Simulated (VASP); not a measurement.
A run of VASP 6.6.1:

The input INCAR:

```
PREC = Accurate
ENCUT = 600
EDIFF = 1E-7
ISMEAR = -1
SIGMA = 0.08
LREAL = F
LASPH = T
NELM = 60
ALGO = Normal
ISIF = 3
LWAVE = F
LCHARG = F
GGA = PE
IBRION = 2
NSW = 100
EDIFFG = -0.005
```

KPOINTS

```
regular mesh
0
Gamma
  13 13 13
```

POSCAR

```
MgO
1.0
    0.0000000000      2.2468001554      2.2468001554
    2.2468001554      0.0000000000      2.2468001554
    2.2468001554      2.2468001554      0.0000000000
Mg O
1 1
Direct
    0.0000000000      0.0000000000      0.0000000000
    0.2500000000      0.2500000000      0.2500000000
```

Potentials or basis: VASP PAW PBE potentials, release 64 (Mg, O).

Run with:

```console
$ cat potpaw_PBE.64/Mg/POTCAR potpaw_PBE.64/O/POTCAR > POTCAR
$ mpirun -np 1 vasp_std > vasp.out
```

Hardware: 1 thread of Intel(R) Xeon(R) Platinum 8488C (Sapphire Rapids), on a shared host.

**Question.** Estimate the wall time of this run.

**Answer.** Run time: 56 s on 1 thread of Intel(R) Xeon(R) Platinum 8488C (Sapphire Rapids), with other jobs on the host, peak memory 0.18 GiB. Counts: scf iterations 29, k points 84, ion steps 3.
